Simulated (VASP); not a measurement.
Set up this calculation in VASP 6.6.1, as the native input.

| Property | Result |
| --- | --- |
| Task | single point |
| Functional | PBEsol |
| Potentials or basis | VASP PAW PBE potentials, release 64 (Ti_sv, Si) |
| Cutoff | 520 eV |
| k mesh | 14 × 14 × 14 |
| Occupations | fermi-dirac, width 0.1 eV |
| Spin | no spin polarisation |
| Dipole correction | no |
| Further INCAR settings | ALGO = Normal; EDIFF = 1e-07; NBANDS = 15 |

The structure of TiSi (rocksalt type) lies in POSCAR:

```
TiSi
1.0
    0.0000000000      2.3427539145      2.3427539145
    2.3427539145      0.0000000000      2.3427539145
    2.3427539145      2.3427539145      0.0000000000
Ti Si
1 1
Direct
    0.0000000000      0.0000000000      0.0000000000
    0.5000000000      0.5000000000      0.5000000000
```

The input as run:

INCAR

```
ALGO = Normal
EDIFF = 1E-7
ENCUT = 520
GGA = PS
ISIF = 2
ISMEAR = -1
LASPH = True
LCHARG = False
LREAL = False
LWAVE = False
NBANDS = 15
NELM = 100
PREC = Accurate
SIGMA = 0.1
```

KPOINTS

```
k-points
0
Gamma
  14 14 14
```

Potentials or basis: VASP PAW PBE potentials, release 64 (Ti_sv, Si).

Launch:

```sh
$ cat potpaw_PBE.64/Ti_sv/POTCAR potpaw_PBE.64/Si/POTCAR > POTCAR
$ mpirun -np 1 vasp_std > vasp.out
```

Results of the run:

```yaml
Pressure: 40.2 GPa
Band_gap_on_the_k_mesh: zero (bands 8 and 9 overlap by 1.22 eV)
```

Caveat: the cell stands under pressure; the PAW data sets were made with another functional, which shifts forces and pressure a little.

It took 40 s on 1 thread of Intel(R) Xeon(R) Platinum 8488C (Sapphire Rapids), on a shared host, peak memory 0.18 GiB.
